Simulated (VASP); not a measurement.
A run of VASP 6.6.1:

File INCAR:

```
  PREC = Accurate
  ENCUT = 600
  EDIFF = 1E-7
  ISMEAR = 0
  SIGMA = 0.1
  LREAL = F
  LASPH = T
  NELM = 120
  ALGO = Normal
  ISIF = 3
  LWAVE = F
  LCHARG = F
  GGA = PS
  IBRION = 2
  NSW = 100
  EDIFFG = -0.05
  GGA_COMPAT = F
  NELMIN = 4
```

KPOINTS

```
regular mesh
0
Gamma
  6 6 6
```

POSCAR

```
Ga2O3
1.0
    2.4958571300      1.4409837900      4.4937665100
   -2.4958571300      1.4409837900      4.4937665100
    0.0000000000     -2.8819675800      4.4937665100
Ga O
4 6
Direct
    0.8498564200      0.8498564200      0.8498564200
    0.6501435800      0.6501435800      0.6501435800
    0.1501435800      0.1501435800      0.1501435800
    0.3498564200      0.3498564200      0.3498564200
    0.0516918800      0.7500000000      0.4483081200
    0.7500000000      0.4483081200      0.0516918800
    0.4483081200      0.0516918800      0.7500000000
    0.9483081200      0.2500000000      0.5516918800
    0.5516918800      0.9483081200      0.2500000000
    0.2500000000      0.5516918800      0.9483081200
```

Potentials or basis: VASP PAW PBE potentials, release 64 (Ga_d, O).

Command:

```console
$ cat potpaw_PBE.64/Ga_d/POTCAR potpaw_PBE.64/O/POTCAR > POTCAR
$ mpirun -np 1 vasp_std > vasp.out
```

Hardware: 1 thread of Intel(R) Xeon(R) 6975P-C (Granite Rapids), on a shared host.

Task: Estimate the wall time of this run.

Result: It took 11 min on 1 thread of Intel(R) Xeon(R) 6975P-C (Granite Rapids), with other jobs on the host, peak memory 0.43 GiB. Counts: scf iterations 60, k points 32, ion steps 6.
